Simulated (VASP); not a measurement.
# Al (Cm) in VASP: a series of runs, part 2 of 2

VASP 6.6.1. Earlier steps stand in the parts before.

### Step 3. Single point, PBE+D3(BJ) (atom 2 (Al) moved by +0.420 Å along [1 2 0] and -0.560 Å along [0 0 1])

The input, INCAR:

```
ALGO = Fast
EDIFF = 1E-6
ENCUT = 520
GGA = PE
ISIF = 2
ISMEAR = 0
IVDW = 12
LASPH = T
LCHARG = F
LREAL = F
LWAVE = F
NBANDS = 14
NELM = 80
PREC = Accurate
SIGMA = 0.15
```

The input, KPOINTS:

```
k-points
0
Gamma
  18 18 4
```

The input, POSCAR:

```
Al
1.0
    2.8144222650      0.0000000000      0.0000000000
   -1.4072111325      2.4373611785      0.0000000000
    0.0000000000      0.0000000000      9.2410470710
Al
4
Direct
    0.0000000000      0.0000000000      0.0000000000
    0.4194920864      0.8389841729      0.1894008065
    0.0000000000      0.0000000000      0.5000000000
    0.6666666667      0.3333333333      0.7500000000
```

Potentials or basis: VASP PAW PBE potentials, release 64 (Al).

Command:

```sh
$ cat potpaw_PBE.64/Al/POTCAR > POTCAR
$ mpirun -np 1 vasp_std > vasp.out
```

Run time: 2.3 min. Hardware: 1 thread of Intel Xeon 6975P-C (Granite Rapids), shared host; peak memory 0.36 GiB.

The run converged. Its results:

```
Free energy                : -15.0348 eV
Pressure                   : 8.8 GPa
Largest force              : 5.073 eV/Å
Band gap on the k mesh     : zero (bands 6 and 7 overlap by 4.89 eV)
Dispersion energy per atom : -0.352 eV
```

Forces on the atoms (eV/Å):
```
Al   0.000  0.695 -4.371
Al   0.000 -0.756  5.016
Al   0.000  0.008 -0.668
Al   0.000  0.053  0.023
```

Stress tensor (GPa, compression positive):
```
 9.43  0.00  0.00
 0.00  1.51 -3.29
 0.00 -3.29 15.50
```

Levels at points of the mesh, in eV from the Fermi level:
| k point | band 4 | band 5 | band 6 | band 7 | band 8 | band 9 |
| --- | --- | --- | --- | --- | --- | --- |
| (0.00, 0.00, 0.00) | -4.51 | -4.40 | 3.22 | 3.78 | 9.77 | 10.37 |
| (0.50, 0.00, 0.00) | -4.16 | -2.80 | -2.71 | 1.10 | 1.27 | 1.61 |
| (0.00, 0.50, 0.00) | -4.13 | -2.89 | -2.79 | 0.92 | 1.26 | 1.59 |
| (0.00, 0.00, 0.50) | -6.86 | -1.16 | -0.51 | 8.16 | 8.39 | 9.78 |
| (0.50, 0.00, 0.50) | -4.47 | -1.93 | -1.72 | -0.85 | -0.69 | 4.21 |
| (0.00, 0.50, 0.50) | -4.47 | -2.01 | -1.78 | -0.98 | -0.61 | 4.26 |

Caveat: the cell differs from its parent crystal (atom 2 (Al) moved by +0.420 Å along [1 2 0] and -0.560 Å along [0 0 1]); the cell stands under pressure; forces of over 1 eV/Å act on the atoms, so gaps and moduli don't describe the material at rest.

### Step 4. Single point, PBE+D3(BJ) (atom 2 (Al) moved by +0.560 Å along [1 2 0] and -0.140 Å along [0 0 1])

The input, INCAR:

```
  PREC = Accurate
  ENCUT = 520
  EDIFF = 1E-6
  ISMEAR = 0
  SIGMA = 0.15
  LREAL = F
  LASPH = T
  NELM = 100
  ALGO = Fast
  ISIF = 2
  LWAVE = F
  LCHARG = F
  GGA = PE
  IVDW = 12
  NBANDS = 14
```

The input, KPOINTS:

```
Automatic mesh
0
Gamma
  18 18 4
```

POSCAR: that of step 3 with these lines changed.

```diff
@@ -9,3 +9,3 @@
     0.0000000000      0.0000000000      0.0000000000
-    0.4194920864      0.8389841729      0.1894008065
+    0.4482116708      0.8964233416      0.2348502016
     0.0000000000      0.0000000000      0.5000000000
```

Command:

```sh
$ cat potpaw_PBE.64/Al/POTCAR > POTCAR
$ mpirun -np 1 vasp_std > vasp.out
```

Wall time 2 min (1 thread of Intel Xeon 6975P-C (Granite Rapids), shared host); peak memory 0.36 GiB.

The run converged. Its results:

| Property | Result |
| --- | --- |
| Free energy | -16.1364 eV |
| Pressure | 1.4 GPa |
| Largest force | 0.996 eV/Å |
| Band gap on the k mesh | zero (bands 6 and 7 overlap by 5.54 eV) |
| Dispersion energy per atom | -0.351 eV |

Forces in eV/Å, atoms in the order of the input:
```
Al   0.000  0.140 -0.768
Al   0.000 -0.256  0.963
Al   0.000  0.050 -0.214
Al   0.000  0.067  0.019
```

Stress tensor (GPa, compression positive):
```
 1.24  0.00  0.00
 0.00 -0.45 -0.57
 0.00 -0.57  3.26
```

Levels at points of the mesh, in eV from the Fermi level:
```tsv
k point	band 3	band 4	band 5	band 6	band 7	band 8	band 9	band 10
(0.00, 0.00, 0.00)	-9.47	-4.74	-4.47	3.35	3.53	10.92	11.12	11.26
(0.50, 0.00, 0.00)	-4.08	-4.03	-3.19	-3.16	0.88	1.20	1.44	1.70
(0.00, 0.50, 0.00)	-3.99	-3.84	-3.43	-3.31	0.58	1.11	1.66	1.89
(0.00, 0.00, 0.50)	-7.64	-7.41	-1.02	-0.84	8.25	8.37	11.09	11.40
(0.50, 0.00, 0.50)	-4.83	-4.74	-1.80	-1.75	-1.24	-1.21	4.54	4.66
(0.00, 0.50, 0.50)	-4.84	-4.68	-1.99	-1.94	-1.23	-1.08	4.58	4.65
```

Caveat: the cell differs from its parent crystal (atom 2 (Al) moved by +0.560 Å along [1 2 0] and -0.140 Å along [0 0 1]).

### Step 5. Single point, PBE+D3(BJ) (atom 2 (Al) moved by -0.280 Å along [1 2 0] and -0.420 Å along [0 0 1])

The input, INCAR:

```
SYSTEM = Al
PREC     = Accurate       ! precision mode
ENCUT    = 520            ! plane-wave cutoff, eV
EDIFF    = 1E-6           ! SCF threshold, eV
ISMEAR   = 0              ! smearing method
SIGMA    = 0.15           ! smearing width, eV
LREAL    = .FALSE.        ! projectors in reciprocal space
LASPH    = .TRUE.         ! aspherical terms in the spheres
NELM     = 100            ! most SCF steps
ALGO     = Fast           ! electronic algorithm
ISIF     = 2              ! what is computed and relaxed
LWAVE    = .FALSE.        ! write WAVECAR
LCHARG   = .TRUE.         ! write CHGCAR
GGA      = PE             ! functional
IVDW     = 12             ! dispersion correction
LELF     = .TRUE.         ! ELF
LVHAR    = .TRUE.       
NBANDS   = 14             ! bands
```

The input, KPOINTS:

```
Automatic mesh
0
G
  18 18 4
  0 0 0
```

POSCAR: that of step 4 with these lines changed.

```diff
@@ -9,3 +9,3 @@
     0.0000000000      0.0000000000      0.0000000000
-    0.4482116708      0.8964233416      0.2348502016
+    0.2758941646      0.5517883292      0.2045506048
     0.0000000000      0.0000000000      0.5000000000
```

Command:

```sh
$ cat potpaw_PBE.64/Al/POTCAR > POTCAR
$ mpirun -np 1 vasp_std > vasp.out
```

It took 2 min on 1 thread of Intel Xeon 6975P-C (Granite Rapids), shared host; peak memory 0.36 GiB.

It converged, with:

```
Free energy                : -15.6398 eV
Pressure                   : 5.0 GPa
Largest force              : 3.379 eV/Å
Band gap on the k mesh     : zero (bands 6 and 7 overlap by 5.05 eV)
Dispersion energy per atom : -0.351 eV
```

Forces in eV/Å, atoms in the order of the input:
```
Al   0.000 -0.901 -2.670
Al   0.000  0.956  3.241
Al   0.000 -0.035 -0.604
Al   0.000 -0.020  0.033
```

Stress tensor (GPa, compression positive):
```
1.51 0.00 0.00
0.00 4.18 4.13
0.00 4.13 9.17
```

Levels at points of the mesh, in eV from the Fermi level:
| k point | band 3 | band 4 | band 5 | band 6 | band 7 | band 8 | band 9 | band 10 |
| --- | --- | --- | --- | --- | --- | --- | --- | --- |
| (0.00, 0.00, 0.00) | -9.09 | -4.58 | -4.47 | 3.24 | 3.71 | 10.38 | 10.63 | 10.70 |
| (0.50, 0.00, 0.00) | -4.28 | -4.10 | -3.01 | -2.94 | 0.92 | 1.32 | 1.49 | 1.79 |
| (0.00, 0.50, 0.00) | -4.30 | -4.13 | -2.94 | -2.87 | 0.97 | 1.28 | 1.51 | 1.76 |
| (0.00, 0.00, 0.50) | -7.77 | -7.07 | -1.14 | -0.63 | 8.26 | 8.37 | 10.59 | 10.67 |
| (0.50, 0.00, 0.50) | -4.71 | -4.54 | -1.98 | -1.82 | -1.03 | -0.82 | 4.40 | 4.59 |
| (0.00, 0.50, 0.50) | -4.72 | -4.54 | -1.89 | -1.73 | -1.00 | -0.92 | 4.27 | 4.66 |

Caveat: the cell differs from its parent crystal (atom 2 (Al) moved by -0.280 Å along [1 2 0] and -0.420 Å along [0 0 1]); the cell stands under pressure; forces of over 1 eV/Å act on the atoms, so gaps and moduli don't describe the material at rest.

### Step 6. Single point, PBE+D3(BJ) (atom 2 (Al) moved by +0.280 Å along [1 2 0] and -0.420 Å along [0 0 1])

The input, INCAR:

```
SYSTEM = Al
ALGO     = Fast           ! electronic algorithm
EDIFF    = 1E-6           ! SCF threshold, eV
ENCUT    = 520            ! plane-wave cutoff, eV
GGA      = PE             ! functional
ISIF     = 2              ! what is computed and relaxed
ISMEAR   = 0              ! smearing method
IVDW     = 12             ! dispersion correction
LASPH    = .True.         ! aspherical terms in the spheres
LCHARG   = .False.        ! write CHGCAR
LREAL    = .False.        ! projectors in reciprocal space
LWAVE    = .False.        ! write WAVECAR
NBANDS   = 14             ! bands
NELM     = 100            ! most SCF steps
PREC     = Accurate       ! precision mode
SIGMA    = 0.15           ! smearing width, eV
```

The input, KPOINTS:

```
k-points
0
Gamma
  18 18 4
  0 0 0
```

POSCAR: that of step 5 with these lines changed.

```diff
@@ -9,3 +9,3 @@
     0.0000000000      0.0000000000      0.0000000000
-    0.2758941646      0.5517883292      0.2045506048
+    0.3907725021      0.7815450041      0.2045506048
     0.0000000000      0.0000000000      0.5000000000
```

Potentials or basis: VASP PAW PBE potentials, release 64 (Al).

Command:

```sh
$ cat potpaw_PBE.64/Al/POTCAR > POTCAR
$ mpirun -np 1 vasp_std > vasp.out
```

Wall time 1.7 min (1 thread of Intel Xeon 6975P-C (Granite Rapids), shared host); peak memory 0.37 GiB.

It converged, with:

- Free energy: -15.6843 eV
- Pressure: 4.7 GPa
- Largest force: 3.144 eV/Å
- Band gap on the k mesh: zero (bands 6 and 7 overlap by 5.10 eV)
- Dispersion energy per atom: -0.351 eV

Forces on the atoms (eV/Å):
```
Al   0.000  0.435 -2.526
Al   0.000 -0.488  3.106
Al   0.000  0.018 -0.611
Al   0.000  0.035  0.031
```

Stress tensor (GPa, compression positive):
```
 4.32  0.00  0.00
 0.00  1.36 -2.11
 0.00 -2.11  8.45
```

Levels at points of the mesh, in eV from the Fermi level:
| k point | band 2 | band 3 | band 4 | band 5 | band 6 | band 7 | band 8 | band 9 | band 10 | band 11 |
| --- | --- | --- | --- | --- | --- | --- | --- | --- | --- | --- |
| (0.00, 0.00, 0.00) | -10.13 | -9.09 | -4.58 | -4.47 | 3.24 | 3.71 | 10.34 | 10.65 | 10.81 | 10.87 |
| (0.50, 0.00, 0.00) | -5.62 | -4.29 | -4.12 | -2.96 | -2.89 | 1.03 | 1.25 | 1.51 | 1.74 | 5.50 |
| (0.00, 0.50, 0.00) | -5.54 | -4.27 | -4.08 | -3.03 | -2.96 | 0.86 | 1.27 | 1.55 | 1.81 | 5.39 |
| (0.00, 0.00, 0.50) | -10.66 | -7.77 | -7.07 | -1.14 | -0.63 | 8.27 | 8.40 | 10.37 | 10.81 | 10.92 |
| (0.50, 0.00, 0.50) | -5.50 | -4.71 | -4.54 | -1.92 | -1.76 | -1.00 | -0.89 | 4.33 | 4.63 | 4.77 |
| (0.00, 0.50, 0.50) | -5.44 | -4.71 | -4.53 | -2.00 | -1.84 | -1.06 | -0.81 | 4.43 | 4.59 | 4.67 |

Caveat: the cell differs from its parent crystal (atom 2 (Al) moved by +0.280 Å along [1 2 0] and -0.420 Å along [0 0 1]); the cell stands under pressure; forces of over 1 eV/Å act on the atoms, so gaps and moduli don't describe the material at rest.

### Step 7. The runs side by side

| cell | gap on the mesh (eV) | pressure (GPa) | largest force (eV/Å) |
| --- | --- | --- | --- |
| as given, atomic positions A | none | 15.0 | 8.91 |
| as given, atomic positions B | none | 8.8 | 5.07 |
| as given, atomic positions C | none | 1.4 | 1.00 |
| as given, atomic positions D | none | 5.0 | 3.38 |
| as given, atomic positions E | none | 4.7 | 3.14 |

Alike in all rows: task single point; level PBE+D3(BJ); potentials or basis VASP PAW PBE potentials, release 64 (Al); no spin polarisation; k mesh 18 × 18 × 4; cutoff (eV) 520; smearing gaussian 0.15 eV.

Caveats: the cell stands under pressure (at least some runs); forces of over 1 eV/Å act on the atoms, so gaps and moduli don't describe the material at rest (at least some runs).

Absolute energies hang on the potentials; compare differences alone.
